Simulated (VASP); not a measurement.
Input of a VASP 6.6.1 run:

The input INCAR:

```
SYSTEM = LiVO2
  ALGO = Normal
  EDIFF = 1E-6
  ENCUT = 750
  GGA = PS
  GGA_COMPAT = .FALSE.
  ISIF = 2
  ISMEAR = -1
  ISPIN = 2
  LASPH = .TRUE.
  LCHARG = .TRUE.
  LDAU = .TRUE.
  LDAUJ = 0 0 0
  LDAUL = -1 2 -1
  LDAUPRINT = 1
  LDAUTYPE = 2
  LDAUU = 0 6 0
  LELF = .TRUE.
  LMAXMIX = 4
  LORBIT = 11
  LREAL = .FALSE.
  LVHAR = .TRUE.
  LWAVE = .FALSE.
  MAGMOM = 0 1 0 0
  NBANDS = 26
  NELM = 200
  PREC = Accurate
  SIGMA = 0.15
```

KPOINTS

```
k-points
0
G
  10 10 10
  0 0 0
```

File POSCAR:

```
LiVO2
1.0
    1.4186500000      0.8190579594      4.9244666667
   -1.4186500000      0.8190579594      4.9244666667
    0.0000000000     -1.6381159188      4.9244666667
Li V O
1 1 2
Direct
    0.0000000000      0.0000000000      0.0000000000
    0.5000000000      0.5000000000      0.5000000000
    0.2418033333      0.2418033333      0.2418033333
    0.7581966667      0.7581966667      0.7581966667
```

Potentials or basis: VASP PAW PBE potentials, release 64 (Li_sv, V_sv, O).

Command:

```console
$ cat potpaw_PBE.64/Li_sv/POTCAR potpaw_PBE.64/V_sv/POTCAR potpaw_PBE.64/O/POTCAR > POTCAR
$ mpirun -np 1 vasp_std > vasp.out
```

(1) What does it give for the largest force?

(2) Predict the pressure.

(3) Predict the site moments.

(4) Predict the net moment.

## Answers

(1) 1.464 eV/Å.

(2) 23.0 GPa.

(3) Li -0.00; V +1.91; O +0.00 μB.

(4) 2.00 μB per cell.

Caveat: the cell stands under pressure; the PAW data sets were made with another functional, which shifts forces and pressure a little.
